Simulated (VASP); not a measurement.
# W (Im-3m) in VASP: a series of runs

Runs on W. Level: PBEsol. Tasks: elastic constants.

Program: VASP 6.6.1. These are calculated values, not measurements. Logs are shortened: lines on timing, memory, paths and dates and some standing lists are left out, and cuts for length are marked.

## Step 1: The cell of the first run

The structure is cubic, space group Im-3m (No. 229). The conventional cell has a = 3.110 Å, b = 3.110 Å, c = 3.110 Å, α = 90.00°, β = 90.00°, γ = 90.00°. W (site symmetry m-3m) has 14 W at 2.69 to 3.11 Å within 3.6 Å.

## Step 2: Elastic constants, PBEsol

Contents of INCAR:

```
SYSTEM = W
PREC = Accurate ; ENCUT = 600
EDIFF = 1E-8 ; ISMEAR = -1
SIGMA = 0.15 ; LREAL = .FALSE.
LASPH = .TRUE. ; NELM = 60
ALGO = Normal ; ISIF = 3
LWAVE = .FALSE. ; LCHARG = .FALSE.
GGA = PS ; NBANDS = 13
IBRION = 6 ; NFREE = 2
POTIM = 0.015 ; NSW = 1
```

Contents of KPOINTS:

```
regular mesh
0
G
  20 20 20
  0 0 0
```

Contents of POSCAR:

```
W
1.0
   -1.5548730616      1.5548730616      1.5548730616
    1.5548730616     -1.5548730616      1.5548730616
    1.5548730616      1.5548730616     -1.5548730616
W
1
Direct
    0.0000000000      0.0000000000      0.0000000000
```

Potentials or basis: VASP PAW PBE potentials, release 64 (W_sv).

Run with:

```
$ cat potpaw_PBE.64/W_sv/POTCAR > POTCAR
$ mpirun -np 1 vasp_std > vasp.out
```

OUTCAR:

```text
SYSTEM = W
   PREC = Accurate
   ENCUT = 600
   EDIFF = 1E-8
   ISMEAR = -1
   LREAL = .FALSE.
   LASPH = .TRUE.
   NELM = 60
   ISIF = 3
   GGA = PS
   IBRION = 6
   NFREE = 2
   POTIM = 0.015
   NSW = 1

 ion  position               nearest neighbor table
   1  0.000  0.000  0.000-

  LATTYP: Found a body centered cubic cell.
 ALAT       =     3.1097461232

  Lattice vectors:

 A1 = (  -1.5548730616,   1.5548730616,   1.5548730616)
 A2 = (   1.5548730616,  -1.5548730616,   1.5548730616)
 A3 = (   1.5548730616,   1.5548730616,  -1.5548730616)

Analysis of symmetry for initial positions (statically):
=====================================================================
 Subroutine PRICEL returns:
 Original cell was already a primitive cell.

 Routine SETGRP: Setting up the symmetry group for a
 body centered cubic supercell.

 Subroutine GETGRP returns: Found 48 space group operations
 (whereof 48 operations were pure point group operations)
 out of a pool of 48 trial point group operations.

The static configuration has the point symmetry O_h .

Analysis of symmetry for dynamics (positions and initial velocities):
=====================================================================
 Subroutine PRICEL returns:
 Original cell was already a primitive cell.

 Routine SETGRP: Setting up the symmetry group for a
 body centered cubic supercell.

 Subroutine GETGRP returns: Found 48 space group operations
 (whereof 48 operations were pure point group operations)
 out of a pool of 48 trial point group operations.

The dynamic configuration has the point symmetry O_h .

 Subroutine INISYM returns: Found 48 space group operations
 (whereof 48 operations are pure point group operations),
 and found     1 'primitive' translations

----------------------------------------------------------------------------------------

                                     Primitive cell

  volume of cell :      15.0364

  direct lattice vectors                    reciprocal lattice vectors
    -1.554873062  1.554873062  1.554873062     0.000000000  0.321569659  0.321569659
     1.554873062 -1.554873062  1.554873062     0.321569659  0.000000000  0.321569659
     1.554873062  1.554873062 -1.554873062     0.321569659  0.321569659  0.000000000

  length of vectors
     2.693119142  2.693119142  2.693119142     0.454768173  0.454768173  0.454768173

  position of ions in fractional coordinates (direct lattice)
     0.000000000  0.000000000  0.000000000

  ion indices of the primitive-cell ions
   primitive index   ion index
                 1           1

----------------------------------------------------------------------------------------

 KPOINTS: regular mesh

Automatic generation of k-mesh.
 Grid dimensions read from file:
 generate k-points for:   20   20   20

 Generating k-lattice:

  Cartesian coordinates                     Fractional coordinates (reciprocal lattice)
     0.000000000  0.016078483  0.016078483     0.050000000  0.000000000  0.000000000
     0.016078483  0.000000000  0.016078483     0.000000000  0.050000000  0.000000000
     0.016078483  0.016078483  0.000000000     0.000000000  0.000000000  0.050000000

  Length of vectors
     0.022738409  0.022738409  0.022738409

  Shift w.r.t. Gamma in fractional coordinates (k-lattice)
     0.000000000  0.000000000  0.000000000

 Subroutine IBZKPT returns following result:
 ===========================================

 Found    256 irreducible k-points:

 Following reciprocal coordinates:
            Coordinates               Weight
  0.000000  0.000000  0.000000      1.000000
  0.050000  0.000000  0.000000     12.000000
  0.100000  0.000000  0.000000     12.000000
  0.150000  0.000000  0.000000     12.000000
  0.200000  0.000000  0.000000     12.000000
  0.250000  0.000000  0.000000     12.000000
[... 16 lines left out ...]
  0.200000  0.100000 -0.000000     48.000000
  0.250000  0.100000  0.000000     48.000000
 [... further k-points ...]
   k-points           NKPTS =    256   k-points in BZ     NKDIM =    256   number of bands    NBANDS=     13
   number of dos      NEDOS =    301   number of ions     NIONS =      1
   total plane-waves  NPLWV =  13824
[... 23 lines left out ...]
   POTIM  = 0.0150    time-step for ionic-motion
   TEBEG  =    0.0;   TEEND  =   0.0 temperature during run
   PSTRESS=    0.0 pullay stress
   NELECT =      14.0000    total number of electrons
   NUPDOWN=      -1.0000    fix difference up-down
   EMIN   =  10.00;   EMAX   =-10.00  energy-range for DOS
   EFERMI =   0.00;   METHOD = LEGACY
   ISMEAR =    -1;   SIGMA  =   0.15  broadening in eV -4-tet -1-fermi 0-gaus
   EFERMI_NEDOS =   21; number of points for ismear=-14 and -15
   IALGO  =     38    algorithm
   IMIX   =      4    mixing-type and parameters
     AMIX     =   0.40;   BMIX     =  1.00
     AMIX_MAG =   1.60;   BMIX_MAG =  1.00
  volume/ion in A,a.u.               =      15.04       101.47
  Fermi-wavevector in a.u.,A,eV,Ry     =   1.598586  3.020889 34.769362  2.555476
  Thomas-Fermi vector in A             =   2.696012
   LORBIT       =      0    0 simple, 1 ext, 2 COOP (PROOUT), +10 PAW based schemes
   GGA     = PS    functional components
   LHFCALC =     F    Hartree Fock is set to
   AEXX    =    0.0000 exact exchange contribution
   IVDW    =     0    specifies the selected vdW correction
   LEPSILON=     F    determine dielectric tensor
   LRPA    =     F    only Hartree local field effects (RPA)
 finite differences with symmetry
 non-spin polarized calculation
  energy-cutoff  :      600.00
  volume of cell :       15.04
 maximum number of plane-waves:       531
 NGX is ok and might be reduce to    24
   NGX = 11   NGY = 11   NGZ = 11

--------------------------------------- Ionic step        1  -------------------------------------------

 number of electron      13.9999998 magnetization

 Free energy of the ion-electron system (eV)
  ---------------------------------------------------
  ext. energy  EPLUGINS =         0.00000000
  ---------------------------------------------------
  free energy    TOTEN  =       -13.79080228 eV

  energy without entropy =      -13.75809748  energy(sigma->0) =      -13.77444988

------------------------ aborting loop because EDIFF is reached ----------------------------------------

  FORCE on cell =-STRESS in cart. coord.  units (eV):
  Direction    XX          YY          ZZ          XY          YZ          ZX
  --------------------------------------------------------------------------------------
  -------------------------------------------------------------------------------------
  Total        1.4997058      1.4997058      1.4997058      0.0000000     -0.0000000      0.0000000
  in kB      159.7981904    159.7981904    159.7981904      0.0000000     -0.0000000      0.0000000
  external PRESSURE =     159.7981904 kB  Pullay stress =       0.0000000 kB
[... 86 lines left out ...]
  FREE ENERGIE OF THE ION-ELECTRON SYSTEM (eV)
  ---------------------------------------------------
  free  energy   TOTEN  =       -13.7613131643 eV

  energy  without entropy=      -13.7284972100  energy(sigma->0) =      -13.74490519

[... ionic steps 4 to 12 ...]

--------------------------------------- Ionic step       13  -------------------------------------------

 number of electron      13.9999999 magnetization

------------------------ aborting loop because EDIFF is reached ----------------------------------------
[... 65 lines left out ...]
--------------------------------------- Ionic step       15  -------------------------------------------

 number of electron      14.0000000 magnetization

 Free energy of the ion-electron system (eV)
  ---------------------------------------------------
  ext. energy  EPLUGINS =         0.00000000
  ---------------------------------------------------
  free energy    TOTEN  =       -13.79080277 eV

  energy without entropy =      -13.75809797  energy(sigma->0) =      -13.77445037

 E-fermi :  12.0641     XC(G=0): -14.0623

 val. band max:       12.0424837475   @ k =  -0.4500   0.4500   0.0500
 cond. band min:      12.0697474353   @ k =  -0.2500   0.3500   0.1500
 fundamental gap:      0.0272636879
 Fermi energy:        12.0640619408

 k-point     1 :       0.0000    0.0000    0.0000
  band No.  band energies     occupation
      1     -62.0261      2.00000
      2     -25.4975      2.00000
      3     -25.4975      2.00000
      4     -25.4975      2.00000
      5       2.1103      2.00000
      6      10.7244      1.99974
      7      10.7244      1.99974
      8      10.7244      1.99974
      9      14.4158      0.00000
     10      14.4158      0.00000
     11      26.7108      0.00000
     12      26.7108      0.00000
     13      26.7108      0.00000
[... 354 lines left out ...]
  band No.  band energies     occupation
      1     -61.9081      2.00000
      2     -26.5496      2.00000
      3     -25.8441      2.00000
      4     -25.5589      2.00000
      5       5.5314      2.00000
      6       8.9702      2.00000
      7       9.8180      2.00000
      8      13.6336      0.00006
      9      15.1026      0.00000
     10      15.4747      0.00000
     11      26.4420      0.00000
     12      28.2557      0.00000
     13      32.2610      0.00000

 [... further k-points ...]
[... 5 lines left out ...]
  --------------------------------------------------------------------------------------
  -------------------------------------------------------------------------------------
  Total        1.4997087      1.4997087      1.4997087     -0.0000000      0.0000000      0.0000000
  in kB      159.7984958    159.7984958    159.7984958     -0.0000000      0.0000000      0.0000000
  external PRESSURE =     159.7984958 kB  Pullay stress =       0.0000000 kB
[... 16 lines left out ...]
  FREE ENERGIE OF THE ION-ELECTRON SYSTEM (eV)
  ---------------------------------------------------
  free  energy   TOTEN  =       -13.7908027686 eV

  energy  without entropy=      -13.7580979651  energy(sigma->0) =      -13.77445037

 INTERNAL STRAIN TENSORS FROM STRAINED CELLS
 ============================================

 INTERNAL STRAIN TENSOR FOR ION    1 for displacements in x,y,z  (eV/Angst):
          X           Y           Z          XY          YZ          ZX
  --------------------------------------------------------------------------------
  x     0.00000     0.00000    -0.00000     0.00000     0.00000     0.00000
  y    -0.00000     0.00000    -0.00000    -0.00000     0.00000     0.00000
  z     0.00000     0.00000     0.00000    -0.00000     0.00000     0.00000

 INTERNAL STRAIN TENSORS FROM DISPLACED ATOMS
 ============================================

 INTERNAL STRAIN TENSOR FOR ION    1 for displacements in x,y,z  (eV/Angst):
          X           Y           Z          XY          YZ          ZX
  --------------------------------------------------------------------------------
  x     0.00000     0.00000     0.00000     0.00000     0.00000     0.00000
  y     0.00000     0.00000     0.00000     0.00000     0.00000     0.00000
  z     0.00000     0.00000     0.00000     0.00000     0.00000     0.00000

 Eigenvectors and eigenvalues of the dynamical matrix
 ----------------------------------------------------

   1 f  =    0.000000 THz     0.000000 2PiTHz    0.000000 cm-1     0.000000 meV
             X         Y         Z           dx          dy          dz
      0.000000  0.000000  0.000000    -0.500000   -0.500000   -0.707107

   2 f  =    0.000000 THz     0.000000 2PiTHz    0.000000 cm-1     0.000000 meV
             X         Y         Z           dx          dy          dz
      0.000000  0.000000  0.000000     0.707107   -0.707107    0.000000

   3 f  =    0.000000 THz     0.000000 2PiTHz    0.000000 cm-1     0.000000 meV
             X         Y         Z           dx          dy          dz
      0.000000  0.000000  0.000000    -0.500000   -0.500000    0.707107

--------------------------------------------------------------------------------------------------------

 ELASTIC MODULI CONTR FROM IONIC RELAXATION (kBar)
 Direction    XX          YY          ZZ          XY          YZ          ZX
 --------------------------------------------------------------------------------
 XX           0.0000      0.0000      0.0000      0.0000      0.0000      0.0000
 YY           0.0000      0.0000      0.0000      0.0000      0.0000      0.0000
 ZZ           0.0000      0.0000      0.0000      0.0000      0.0000      0.0000
 XY           0.0000      0.0000      0.0000      0.0000      0.0000      0.0000
 YZ           0.0000      0.0000      0.0000      0.0000      0.0000      0.0000
 ZX           0.0000      0.0000      0.0000      0.0000      0.0000      0.0000
 --------------------------------------------------------------------------------

 TOTAL ELASTIC MODULI (kBar)
 Direction    XX          YY          ZZ          XY          YZ          ZX
 --------------------------------------------------------------------------------
 XX        6257.6351   2486.5681   2486.5681      0.0000     -0.0000     -0.0000
 YY        2486.5681   6257.6351   2486.5681      0.0000      0.0000     -0.0000
 ZZ        2486.5681   2486.5681   6257.6351     -0.0000      0.0000     -0.0000
 XY           0.0000      0.0000     -0.0000   1786.0419      0.0000      0.0000
 YZ          -0.0000      0.0000      0.0000      0.0000   1786.0419      0.0000
 ZX          -0.0000     -0.0000     -0.0000      0.0000      0.0000   1786.0419
 --------------------------------------------------------------------------------
```

Wall time 57 min (1 thread of Oxide Virtual Turin-like, shared host); peak memory 0.84 GiB.

What came out:

| Property | Result |
| --- | --- |
| Elastic constants C11, C12, C44 | 626, 249, 179 GPa |
| Voigt bulk modulus | 374 GPa |

Elastic tensor in Voigt notation (GPa, in the Cartesian axes of the cell as first typed):
```
626 249 249   0   0   0
249 626 249   0   0   0
249 249 626   0   0   0
  0   0   0 179   0   0
  0   0   0   0 179   0
  0   0   0   0   0 179
```

Clamped-ion elastic tensor (GPa):
```
626 249 249   0   0   0
249 626 249   0   0   0
249 249 626   0   0   0
  0   0   0 179   0   0
  0   0   0   0 179   0
  0   0   0   0   0 179
```

Caveat: the cell is under stress, which shifts elastic constants; the PAW data sets were made with another functional, which shifts forces and pressure a little; spin-orbit coupling is left out, which moves the levels of the heavy elements.

## Step 3: Elastic constants, PBEsol

This run uses another cell than the first one, of 15.55 Å³/atom.

Contents of INCAR:

```
  PREC = Accurate
  ENCUT = 600
  EDIFF = 1E-8
  ISMEAR = -1
  SIGMA = 0.15
  LREAL = False
  LASPH = True
  NELM = 60
  ALGO = Normal
  ISIF = 3
  LWAVE = False
  LCHARG = True
  GGA = PS
  IBRION = 6
  NFREE = 2
  POTIM = 0.015
  NSW = 1
```

Contents of KPOINTS:

```
regular mesh
0
Gamma
  20 20 20
```

Contents of POSCAR:

```
W
1.0
   -1.5723197737      1.5723197737      1.5723197737
    1.5723197737     -1.5723197737      1.5723197737
    1.5723197737      1.5723197737     -1.5723197737
W
1
Direct
    0.0000000000      0.0000000000      0.0000000000
```

Potentials or basis: VASP PAW PBE potentials, release 64 (W_sv).

Run with:

```
$ cat potpaw_PBE.64/W_sv/POTCAR > POTCAR
$ mpirun -np 1 vasp_std > vasp.out
```

It took 48 min on 1 thread of Oxide Virtual Turin-like, shared host; peak memory 0.77 GiB.

The run converged. Its results:

| Property | Result |
| --- | --- |
| Elastic constants C11, C12, C44 | 569, 221, 159 GPa |
| Voigt bulk modulus | 337 GPa |

Elastic tensor in Voigt notation (GPa, in the Cartesian axes of the cell as first typed):
```
569 221 221   0   0   0
221 569 221   0   0   0
221 221 569   0   0   0
  0   0   0 159   0   0
  0   0   0   0 159   0
  0   0   0   0   0 159
```

Clamped-ion elastic tensor (GPa):
```
569 221 221   0   0   0
221 569 221   0   0   0
221 221 569   0   0   0
  0   0   0 159   0   0
  0   0   0   0 159   0
  0   0   0   0   0 159
```

Caveat: the cell is under stress, which shifts elastic constants; the PAW data sets were made with another functional, which shifts forces and pressure a little; spin-orbit coupling is left out, which moves the levels of the heavy elements.
